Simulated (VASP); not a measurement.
# Ga27Sb26As (a cell with a defect) in VASP: single point with PBE

Aim: the single point of Ga27Sb26As (a cell with a defect) with PBE.

All numbers are computed with VASP 6.6.1; they aren't measurements. Logs are shortened: lines on timing, memory, paths and dates and some standing lists are left out, and cuts for length are marked.

## 1. The cell of the first run

The cell holds a defect, 54 atoms: a = 12.978 Å, b = 12.978 Å, c = 12.978 Å, α = 60.00°, β = 60.00°, γ = 60.00°.

## 2. Single point, PBE

The input, INCAR:

```
PREC = Accurate ; ENCUT = 520
EDIFF = 1E-7 ; ISMEAR = -1
SIGMA = 0.01 ; LREAL = Auto
LASPH = True ; NELM = 80
ALGO = Normal ; ISIF = 2
LWAVE = False ; LCHARG = False
GGA = PE ; NBANDS = 276
LUSENCCL = False
```

The input, KPOINTS:

```
regular mesh
0
Gamma
  2 2 2
```

The input, POSCAR:

```
Ga27Sb26As
1.0
    0.0000000000      9.1770000000      9.1770000000
    9.1770000000      0.0000000000      9.1770000000
    9.1770000000      9.1770000000      0.0000000000
Ga As Sb
27 1 26
Direct
    0.0040671110      0.0040671110      0.0040671110
    0.0040671110      0.0040671110      0.3211320003
    0.0000496863      0.0000496863      0.6666169803
    0.0040671110      0.3211320003      0.0040671110
    0.0005602858      0.3330545522      0.3330545522
    0.0005602858      0.3330545522      0.6666639431
    0.0000496863      0.6666169803      0.0000496863
    0.0005602858      0.6666639431      0.3330545522
    0.0000496863      0.6666169803      0.6666169803
    0.3211320003      0.0040671110      0.0040671110
    0.3330545522      0.0005602858      0.3330545522
    0.3330545522      0.0005602858      0.6666639431
    0.3330545522      0.3330545522      0.0005602858
    0.3333333333      0.3333333333      0.3333333333
    0.3330545522      0.3330545522      0.6666639431
    0.3330545522      0.6666639431      0.0005602858
    0.3330545522      0.6666639431      0.3330545522
    0.3338144803      0.6665062843      0.6665062843
    0.6666169803      0.0000496863      0.0000496863
    0.6666639431      0.0005602858      0.3330545522
    0.6666169803      0.0000496863      0.6666169803
    0.6666639431      0.3330545522      0.0005602858
    0.6666639431      0.3330545522      0.3330545522
    0.6665062843      0.3338144803      0.6665062843
    0.6666169803      0.6666169803      0.0000496863
    0.6665062843      0.6665062843      0.3338144803
    0.6665062843      0.6665062843      0.6665062843
    0.0833333333      0.0833333333      0.0833333333
    0.0831001274      0.0831001274      0.4148270066
    0.0831001274      0.0831001274      0.7523060719
    0.0831001274      0.4148270066      0.0831001274
    0.0832265306      0.4167022676      0.4167022676
    0.0831001274      0.4148270066      0.7523060719
    0.0831001274      0.7523060719      0.0831001274
    0.0831001274      0.7523060719      0.4148270066
    0.0835947363      0.7499128657      0.7499128657
    0.4148270066      0.0831001274      0.0831001274
    0.4167022676      0.0832265306      0.4167022676
    0.4148270066      0.0831001274      0.7523060719
    0.4167022676      0.4167022676      0.0832265306
    0.4167022676      0.4167022676      0.4167022676
    0.4164062823      0.4164062823      0.7502603843
    0.4148270066      0.7523060719      0.0831001274
    0.4164062823      0.7502603843      0.4164062823
    0.4164062823      0.7502603843      0.7502603843
    0.7523060719      0.0831001274      0.0831001274
    0.7523060719      0.0831001274      0.4148270066
    0.7499128657      0.0835947363      0.7499128657
    0.7523060719      0.4148270066      0.0831001274
    0.7502603843      0.4164062823      0.4164062823
    0.7502603843      0.4164062823      0.7502603843
    0.7499128657      0.7499128657      0.0835947363
    0.7502603843      0.7502603843      0.4164062823
    0.7499128657      0.7499128657      0.7499128657
```

Potentials or basis: VASP PAW PBE potentials, release 64 (Ga_d, As, Sb).

Command:

```bash
$ cat potpaw_PBE.64/Ga_d/POTCAR potpaw_PBE.64/As/POTCAR potpaw_PBE.64/Sb/POTCAR > POTCAR
$ mpirun -np 1 vasp_std > vasp.out
```

OUTCAR:

```text
PREC = Accurate
   ENCUT = 520
   EDIFF = 1E-7
   ISMEAR = -1
   LREAL = Auto
   LASPH = True
   NELM = 80
   ISIF = 2
   GGA = PE

 ion  position               nearest neighbor table
   1  0.004  0.004  0.004-  28 2.52  30 2.67  34 2.67  46 2.67
   2  0.004  0.004  0.321-  28 2.52  35 2.67  47 2.67  29 2.67
   3  0.000  0.000  0.667-  36 2.65  48 2.65  29 2.67  30 2.67
   4  0.004  0.321  0.004-  28 2.52  33 2.67  49 2.67  31 2.67
   5  0.001  0.333  0.333-  32 2.65  31 2.65  29 2.65  50 2.65
   6  0.001  0.333  0.667-  32 2.65  30 2.65  33 2.65  51 2.65
[... 46 lines left out ...]
  53  0.750  0.750  0.416-  27 2.65  26 2.65   8 2.65  20 2.65
  54  0.750  0.750  0.750-   9 2.65  21 2.65  25 2.65  27 2.65

  LATTYP: Found a face centered cubic cell.
 ALAT       =    18.3540000000

  Lattice vectors:

 A1 = (   0.0000000000,   9.1770000000,   9.1770000000)
 A2 = (   9.1770000000,   0.0000000000,   9.1770000000)
 A3 = (   9.1770000000,   9.1770000000,   0.0000000000)

Analysis of symmetry for initial positions (statically):
=====================================================================
 Subroutine PRICEL returns:
 Original cell was already a primitive cell.

 Routine SETGRP: Setting up the symmetry group for a
 face centered cubic supercell.

 Subroutine GETGRP returns: Found 24 space group operations
 (whereof  6 operations were pure point group operations)
 out of a pool of 48 trial point group operations.

The static configuration has the point symmetry C_3v.
 The point group associated with its full space group is T_d .

Analysis of symmetry for dynamics (positions and initial velocities):
=====================================================================
 Subroutine PRICEL returns:
 Original cell was already a primitive cell.

 Routine SETGRP: Setting up the symmetry group for a
 face centered cubic supercell.

 Subroutine GETGRP returns: Found 24 space group operations
 (whereof  6 operations were pure point group operations)
 out of a pool of 48 trial point group operations.

The dynamic configuration has the point symmetry C_3v.
 The point group associated with its full space group is T_d .

 Subroutine INISYM returns: Found 24 space group operations
 (whereof  6 operations are pure point group operations),
 and found     1 'primitive' translations

----------------------------------------------------------------------------------------

                                     Primitive cell

  volume of cell :    1545.7249

  direct lattice vectors                    reciprocal lattice vectors
     0.000000000  9.177000000  9.177000000    -0.054484036  0.054484036  0.054484036
     9.177000000  0.000000000  9.177000000     0.054484036 -0.054484036  0.054484036
     9.177000000  9.177000000  0.000000000     0.054484036  0.054484036 -0.054484036

  length of vectors
    12.978237862 12.978237862 12.978237862     0.094369119  0.094369119  0.094369119

  position of ions in fractional coordinates (direct lattice)
     0.004067111  0.004067111  0.004067111
     0.004067111  0.004067111  0.321132000
     0.000049686  0.000049686  0.666616980
     0.004067111  0.321132000  0.004067111
     0.000560286  0.333054552  0.333054552
     0.000560286  0.333054552  0.666663943
[... 46 lines left out ...]
     0.750260384  0.750260384  0.416406282
     0.749912866  0.749912866  0.749912866

  ion indices of the primitive-cell ions
   primitive index   ion index
                 1           1
                 2           2
                 3           3
                 4           4
                 5           5
                 6           6
[... 46 lines left out ...]
                53          53
                54          54

----------------------------------------------------------------------------------------

 KPOINTS: regular mesh

Automatic generation of k-mesh.
 Grid dimensions read from file:
 generate k-points for:    2    2    2

 Generating k-lattice:

  Cartesian coordinates                     Fractional coordinates (reciprocal lattice)
    -0.027242018  0.027242018  0.027242018     0.500000000  0.000000000  0.000000000
     0.027242018 -0.027242018  0.027242018     0.000000000  0.500000000  0.000000000
     0.027242018  0.027242018 -0.027242018     0.000000000  0.000000000  0.500000000

  Length of vectors
     0.047184559  0.047184559  0.047184559

  Shift w.r.t. Gamma in fractional coordinates (k-lattice)
     0.000000000  0.000000000  0.000000000

 Subroutine IBZKPT returns following result:
 ===========================================

 Found      3 irreducible k-points:

 Following reciprocal coordinates:
            Coordinates               Weight
  0.000000  0.000000  0.000000      1.000000
  0.500000  0.000000  0.000000      4.000000
  0.500000  0.500000  0.000000      3.000000
   k-points           NKPTS =      3   k-points in BZ     NKDIM =      3   number of bands    NBANDS=    276
   number of dos      NEDOS =    301   number of ions     NIONS =     54
   total plane-waves  NPLWV = 941192
   dimension x,y,z NGX =    98 NGY =   98 NGZ =   98
   dimension x,y,z NGXF=   196 NGYF=  196 NGZF=  196
   ions per type =              27   1  26
   NGX,Y,Z   is equivalent  to a cutoff of  12.55, 12.55, 12.55 a.u.
   NGXF,Y,Z  is equivalent  to a cutoff of  25.11, 25.11, 25.11 a.u.
 SYSTEM =  unknown system
   PREC   = accura    normal or accurate (medium, high low for compatibility)
   ISTART =      0    job   : 0-new  1-cont  2-samecut
   ICHARG =      2    charge: 1-file 2-atom 10-const
   ISPIN  =      1    spin polarized calculation?
   LNONCOLLINEAR =      F non collinear calculations
   LSORBIT =      F    spin-orbit coupling
   LASPH  =      T    aspherical Exc in radial PAW
   ENCUT  =  520.0 eV  38.22 Ry    6.18 a.u.  24.13 24.13 24.13*2*pi/ulx,y,z
   NELM   =     80;   NELMIN=  2; NELMDL= -5     # of ELM steps
   EDIFF  = 0.1E-06   stopping-criterion for ELM
   LREAL  =      T    real-space projection
   EDIFFG = 0.1E-05   stopping-criterion for IOM
   NSW    =      0    number of steps for IOM
   IBRION =     -1    ionic relax: 0-MD 1-quasi-New 2-CG
   NFREE  =      0    steps in history (QN), initial steepest desc. (CG)
   ISIF   =      2    stress and relaxation
   ISYM   =      2    0-nonsym 1-usesym 2-fastsym
   POTIM  = 0.5000    time-step for ionic-motion
   TEBEG  =    0.0;   TEEND  =   0.0 temperature during run
   PSTRESS=    0.0 pullay stress
   NELECT =     486.0000    total number of electrons
   NUPDOWN=      -1.0000    fix difference up-down
   EMIN   =  10.00;   EMAX   =-10.00  energy-range for DOS
   EFERMI =   0.00;   METHOD = LEGACY
   ISMEAR =    -1;   SIGMA  =   0.01  broadening in eV -4-tet -1-fermi 0-gaus
   EFERMI_NEDOS =   21; number of points for ismear=-14 and -15
   IALGO  =     38    algorithm
   IMIX   =      4    mixing-type and parameters
     AMIX     =   0.40;   BMIX     =  1.00
     AMIX_MAG =   1.60;   BMIX_MAG =  1.00
  volume/ion in A,a.u.               =      28.62       193.17
  Fermi-wavevector in a.u.,A,eV,Ry     =   1.113208  2.103657 16.860766  1.239231
  Thomas-Fermi vector in A             =   2.249790
   LORBIT       =      0    0 simple, 1 ext, 2 COOP (PROOUT), +10 PAW based schemes
   GGA     = PE    functional components
   LHFCALC =     F    Hartree Fock is set to
   AEXX    =    0.0000 exact exchange contribution
   IVDW    =     0    specifies the selected vdW correction
   LEPSILON=     F    determine dielectric tensor
   LRPA    =     F    only Hartree local field effects (RPA)
 non-spin polarized calculation
  energy-cutoff  :      520.00
  volume of cell :     1545.72
 maximum number of plane-waves:     41655
 NGX is ok and might be reduce to    98
   NGX = 49   NGY = 49   NGZ = 49

 number of electron     486.0000007 magnetization

 Free energy of the ion-electron system (eV)
  ---------------------------------------------------
  ext. energy  EPLUGINS =         0.00000000
  ---------------------------------------------------
  free energy    TOTEN  =      -198.61884702 eV

  energy without entropy =     -198.61407189  energy(sigma->0) =     -198.61645945

 E-fermi :   4.7827     XC(G=0):  -9.0658

 val. band max:        4.7757457664   @ k =   0.0000   0.0000   0.0000
 cond. band min:       5.1511504395   @ k =   0.5000   0.0000   0.0000
 fundamental gap:      0.3754046731
 Fermi energy:         4.7826756591

 k-point     1 :       0.0000    0.0000    0.0000
  band No.  band energies     occupation
      1     -10.3634      2.00000
      2     -10.3102      2.00000
      3     -10.3102      2.00000
      4     -10.3074      2.00000
      5     -10.3074      2.00000
      6     -10.3074      2.00000
[... 247 lines left out ...]
    254       5.7505      0.00000
    255       5.7505      0.00000

 k-point     2 :       0.5000    0.0000    0.0000
  band No.  band energies     occupation
      1     -10.3635      2.00000
      2     -10.3107      2.00000
      3     -10.3107      2.00000
      4     -10.3073      2.00000
      5     -10.3071      2.00000
      6     -10.3071      2.00000
[... 247 lines left out ...]
    254       6.5099      0.00000
    255       6.5178      0.00000

 k-point     3 :       0.5000    0.5000    0.0000
  band No.  band energies     occupation
      1     -10.3635      2.00000
      2     -10.3110      2.00000
      3     -10.3107      2.00000
      4     -10.3072      2.00000
      5     -10.3072      2.00000
      6     -10.3068      2.00000
[... 247 lines left out ...]
    254       6.4965      0.00000
    255       6.4965      0.00000
 [bands above 255 left out]

------------------------ aborting loop because EDIFF is reached ----------------------------------------

  FORCE on cell =-STRESS in cart. coord.  units (eV):
  Direction    XX          YY          ZZ          XY          YZ          ZX
  --------------------------------------------------------------------------------------
  -------------------------------------------------------------------------------------
  Total       20.0631336     20.0631336     20.0631336      0.0000000     -0.0000000      0.0000000
  in kB       20.7958730     20.7958730     20.7958730      0.0000000     -0.0000000      0.0000000
  external PRESSURE =      20.7958730 kB  Pullay stress =       0.0000000 kB

 VOLUME and BASIS-vectors are now :
 -----------------------------------------------------------------------------
  energy-cutoff  :      520.00
  volume of cell :     1545.72
      direct lattice vectors                 reciprocal lattice vectors
     0.000000000  9.177000000  9.177000000    -0.054484036  0.054484036  0.054484036
     9.177000000  0.000000000  9.177000000     0.054484036 -0.054484036  0.054484036
     9.177000000  9.177000000  0.000000000     0.054484036  0.054484036 -0.054484036

 POSITION                                       TOTAL-FORCE (eV/Angst)
 -----------------------------------------------------------------------------------
      0.07465      0.07465      0.07465         0.008925      0.008925      0.008925
      2.98435      2.98435      0.07465        -0.008925     -0.008925      0.008925
      6.11800      6.11800      0.00091        -0.000000     -0.000000     -0.001049
      2.98435      0.07465      2.98435        -0.008925      0.008925     -0.008925
      6.11288      3.06158      3.06158         0.001727      0.000041      0.000041
      9.17442      6.12312      3.06158        -0.000041     -0.001727      0.000041
[... 46 lines left out ...]
     10.70650     10.70650     13.77028        -0.000000     -0.000000     -0.005111
     13.76390     13.76390     13.76390         0.001339      0.001339      0.001339
 -----------------------------------------------------------------------------------
    total drift:                               -0.000137     -0.000137     -0.000136

  FREE ENERGIE OF THE ION-ELECTRON SYSTEM (eV)
  ---------------------------------------------------
  free  energy   TOTEN  =      -198.6188470155 eV

  energy  without entropy=     -198.6140718881  energy(sigma->0) =     -198.61645945
```

Wall time 4.1 min (1 × NVIDIA H100 80GB with 1 thread of AMD EPYC 7R13 (Zen 3), shared host); peak memory 2.6 GiB.

What came out:

* Free energy: -198.6188 eV
* Pressure: 2.1 GPa
* Largest force: 0.015 eV/Å
* Band gap on the k mesh: zero (filled and empty bands touch)

Forces on the atoms (eV/Å):
```
Ga   0.009  0.009  0.009
Ga  -0.009 -0.009  0.009
Ga   0.000  0.000 -0.001
Ga  -0.009  0.009 -0.009
Ga   0.002  0.000  0.000
Ga   0.000 -0.002  0.000
Ga   0.000 -0.001  0.000
Ga   0.000  0.000 -0.002
Ga   0.001  0.000  0.000
Ga   0.009 -0.009 -0.009
Ga   0.000  0.002  0.000
Ga  -0.002  0.000  0.000
Ga   0.000  0.000  0.002
Ga   0.000  0.000  0.000
Ga   0.000  0.000  0.002
Ga  -0.002  0.000  0.000
Ga   0.000  0.002  0.000
Ga   0.006 -0.006 -0.006
Ga  -0.001  0.000  0.000
Ga   0.000  0.000 -0.002
Ga   0.000  0.001  0.000
Ga   0.000 -0.002  0.000
Ga   0.002  0.000  0.000
Ga  -0.006  0.006 -0.006
Ga   0.000  0.000  0.001
Ga  -0.006 -0.006  0.006
Ga   0.006  0.006  0.006
As   0.000  0.000  0.000
Sb   0.007  0.007  0.006
Sb  -0.007 -0.007  0.006
Sb   0.007  0.006  0.007
Sb  -0.005  0.005  0.005
Sb  -0.006 -0.007  0.007
Sb  -0.007  0.006 -0.007
Sb  -0.006  0.007 -0.007
Sb   0.001 -0.001 -0.001
Sb   0.006  0.007  0.007
Sb   0.005 -0.005  0.005
Sb  -0.007 -0.006  0.007
Sb   0.005  0.005 -0.005
Sb  -0.005 -0.005 -0.005
Sb   0.000  0.000  0.005
Sb  -0.007  0.007 -0.006
Sb   0.000  0.005  0.000
Sb  -0.005  0.000  0.000
Sb   0.006 -0.007 -0.007
Sb   0.007 -0.006 -0.007
Sb  -0.001  0.001 -0.001
Sb   0.007 -0.007 -0.006
Sb   0.005  0.000  0.000
Sb   0.000 -0.005  0.000
Sb  -0.001 -0.001  0.001
Sb   0.000  0.000 -0.005
Sb   0.001  0.001  0.001
```

Caveat: spin-orbit coupling is left out, which moves the levels of the heavy elements.

The gap in the log of VASP goes by the Fermi energy; the results here count the filled bands.